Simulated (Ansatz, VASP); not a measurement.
Ag: VASP beside Ansatz

INCAR

```
PREC = Accurate
ENCUT = 520
EDIFF = 1E-6
ISMEAR = -1
SIGMA = 0.05
LREAL = False
LASPH = True
NELM = 80
ALGO = Normal
ISIF = 2
LWAVE = False
LCHARG = False
NBANDS = 18
```

File KPOINTS:

```
Automatic mesh
0
Gamma
  14 14 8
```

Contents of POSCAR:

```
Ag
1.0
    2.8701854181      0.0000000000      0.0000000000
   -1.4350927091      2.4856534857      0.0000000000
    0.0000000000      0.0000000000      4.6922174608
Ag
2
Direct
    0.3333333333      0.6666666667      0.2500000000
    0.6666666667      0.3333333333      0.7500000000
```

Input for Ansatz:

```yaml
crystal:
  lattice:
    - [2.8701854181, 0.0, 0.0]
    - [-1.4350927091, 2.4856534857, 0.0]
    - [0.0, 0.0, 4.6922174608]
  atoms:
    - { symbol: Ag, position: [0.3333333333, 0.6666666667, 0.25] }
    - { symbol: Ag, position: [0.6666666667, 0.3333333333, 0.75] }
kpoints:
  mp_grid: { grid: [14, 14, 8] }
  band_path:
    path:
      - [0.0, 0.0, 0.0]
      - [0.5, 0.0, 0.0]
      - [0.3333333333, 0.3333333333, 0.0]
      - [0.0, 0.0, 0.0]
      - [0.0, 0.0, 0.5]
      - [0.5, 0.0, 0.5]
      - [0.3333333333, 0.3333333333, 0.5]
      - [0.0, 0.0, 0.5]
      - [0.5, 0.0, 0.5]
    npoints: 5
scf:
  occupations: { method: fermi_dirac, width: 0.05 }
hamiltonian:
  xc: lda
  pseudopotentials: { kind: all_electron, lapw: { basis_error: 0.00025 } }
output:
  forces: true
  stress: true
  eigenvalues: true
```

Change from the starting cell: volume scaled by 0.94.

Alike in both runs: task single point; functional LDA; k mesh 14 × 14 × 8; occupations fermi-dirac, width 0.05 eV; no spin polarisation.

|  | VASP | Ansatz |
| --- | --- | --- |
| version | VASP 6.6.1 | Ansatz 0.2.0 |
| potentials or method | VASP PAW LDA potentials, release 64 (Ag), cutoff 520 eV | all-electron LAPW, scalar-relativistic |

|  | VASP | Ansatz | Ansatz less VASP |
| --- | --- | --- | --- |
| pressure (GPa) | -4.9 | -5.0 | -0.14 |
| traceless stress, the component that is largest in VASP (GPa) | -0.18 | -0.16 | +0.017 |

LDA's correlation is that of Perdew and Zunger in VASP and of Perdew and Wang (1992) in Ansatz. Ansatz ran all-electron here, and VASP with PAW potentials.
